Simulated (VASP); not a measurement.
Wanted: the native input for a VASP 6.6.1 run.

```
Task                   : single point
Functional             : PBE
Potentials or basis    : VASP PAW PBE potentials, release 64 (Zn, S)
Cutoff                 : 520 eV
k mesh                 : 9 × 9 × 4
Occupations            : gaussian, width 0.05 eV
Spin                   : no spin polarisation
Dipole correction      : no
Further INCAR settings : ALGO = Normal; EDIFF = 1e-06; NBANDS = 26
```

The structure of ZnS lies in POSCAR:

```
ZnS
1.0
    3.7637158910      0.0000000000      0.0000000000
   -1.8818579455      3.2594735743      0.0000000000
    0.0000000000      0.0000000000      6.5808572354
Zn S
2 2
Direct
    0.3333333333      0.6666666667      0.0052003725
    0.6666666667      0.3333333333      0.5052003725
    0.3333333333      0.6666666667      0.3401405350
    0.6666666667      0.3333333333      0.8401405350
```

This cell differs from its parent crystal: atoms shifted along a free coordinate, c/a of the conventional cell at fixed volume 1.7485.

The input as run:

INCAR

```
SYSTEM = ZnS
ALGO = Normal
EDIFF = 1E-6
ENCUT = 520
GGA = PE
ISIF = 2
ISMEAR = 0
LASPH = .TRUE.
LCHARG = .FALSE.
LREAL = .FALSE.
LWAVE = .FALSE.
NBANDS = 26
NELM = 60
PREC = Accurate
SIGMA = 0.05
```

KPOINTS

```
k-points
0
G
  9 9 4
  0 0 0
```

Potentials or basis: VASP PAW PBE potentials, release 64 (Zn, S).

Run with:

```console
$ cat potpaw_PBE.64/Zn/POTCAR potpaw_PBE.64/S/POTCAR > POTCAR
$ mpirun -np 1 vasp_std > vasp.out
```

It gave:

```yaml
Pressure: 0.4 GPa
Largest_force: 1.414 eV/Å
Band_gap_on_the_k_mesh: 1.67 eV
```

Caveat: forces of over 1 eV/Å act on the atoms, so gaps and moduli don't describe the material at rest.

It took 2.1 min on 1 thread of Intel Xeon 8259CL, on a shared host, peak memory 0.22 GiB.
